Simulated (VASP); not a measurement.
SiO2, 9 atoms in the cell. It takes space group P6_422 (No. 181, hexagonal). The conventional cell has a = 5.039 Å, b = 5.039 Å, c = 5.525 Å, α = 90.00°, β = 90.00°, γ = 120.00°. Within 2.1 Å of Si (site symmetry 222) lie 4 O at 1.60 Å. O (site symmetry 2) has 2 Si at 1.60 Å within 2.1 Å. 

- Program: VASP 6.6.1
- Task: single point
- Functional: LDA
- Potentials or basis: VASP PAW LDA potentials, release 64 (Si, O)
- Cutoff: 520 eV
- k mesh: 6 × 6 × 4
- Occupations: gaussian, width 0.02 eV
- Spin: no spin polarisation
- Dipole correction: no
- Further INCAR settings: ALGO = Normal; EDIFF = 1e-06; NBANDS = 34

Potentials or basis: VASP PAW LDA potentials, release 64 (Si, O).

Command:

```console
$ cat potpaw_LDA.64/Si/POTCAR potpaw_LDA.64/O/POTCAR > POTCAR
$ mpirun -np 1 vasp_std > vasp.out
```

Hardware: 1 thread of Intel(R) Xeon(R) Platinum 8488C (Sapphire Rapids), with other jobs on the host.

Problem. Estimate the wall time of this run.

Solution. Run time: 51 s on 1 thread of Intel(R) Xeon(R) Platinum 8488C (Sapphire Rapids), with other jobs on the host, peak memory 0.22 GiB. Counts: scf iterations 13, k points 21.
